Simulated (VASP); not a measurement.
Input of a VASP 6.6.1 run:

Contents of POSCAR:

```
LiCl
1.0
    0.0000000000      2.5560369926      2.5560369926
    2.5432568076      0.0000000000      2.5560369926
    2.5432568076      2.5560369926      0.0000000000
Li Cl
1 1
Direct
    0.0000000000      0.0000000000      0.0000000000
    0.5000000000      0.5000000000      0.5000000000
```

Contents of INCAR.step1:

```
SYSTEM = LiCl
ALGO = Normal
EDIFF = 1E-8
ENCUT = 500
GGA = PE
ISMEAR = 0
LASPH = .True.
LCHARG = .False.
LREAL = .False.
LWAVE = .True.
NELM = 80
PREC = Accurate
SIGMA = 0.01
```

File INCAR.step2:

```
SYSTEM = LiCl
ALGO = Exact
EDIFF = 1E-8
ENCUT = 500
GGA = PE
ISMEAR = 0
ISTART = 1
LASPH = .True.
LCHARG = .False.
LOPTICS = .True.
LREAL = .False.
LWAVE = .True.
NBANDS = 142
NELM = 1
PREC = Accurate
SIGMA = 0.01
```

INCAR.step3

```
SYSTEM = LiCl
ALGO = EVGW0
EDIFF = 1E-8
ENCUT = 500
ENCUTGW = 150.0
GGA = PE
ISMEAR = 0
ISTART = 1
LASPH = .True.
LCHARG = .False.
LREAL = .False.
LWAVE = .False.
NBANDS = 142
NBANDSGW = 12
NELMGW = 1
NOMEGA = 48
PREC = Accurate
PRECFOCK = Fast
SIGMA = 0.01
```

The input KPOINTS:

```
k-points
0
Gamma
  6 6 6
  0 0 0
```

Potentials or basis: VASP PAW PBE potentials, release 64 (Li_GW, Cl_GW).

Command:

```sh
$ cat potpaw_PBE.64/Li_GW/POTCAR potpaw_PBE.64/Cl_GW/POTCAR > POTCAR
$ cp INCAR.step1 INCAR
$ mpirun -np 1 vasp_std > vasp.out
$ cp INCAR.step2 INCAR
$ mpirun -np 1 vasp_std > vasp.out
$ cp INCAR.step3 INCAR
$ mpirun -np 1 vasp_std > vasp.out
```

Task: What does it give for the quasiparticle gap?

Result: 8.96 eV.

Task: Predict the least direct quasiparticle gap.

Result: 8.96 eV.

Task: What does it give for the least direct gap of the starting levels on the mesh?

Result: 6.40 eV.

Caveat: bands, screening cutoff and mesh are small and nothing is extrapolated, so the quasiparticle values aren't converged.
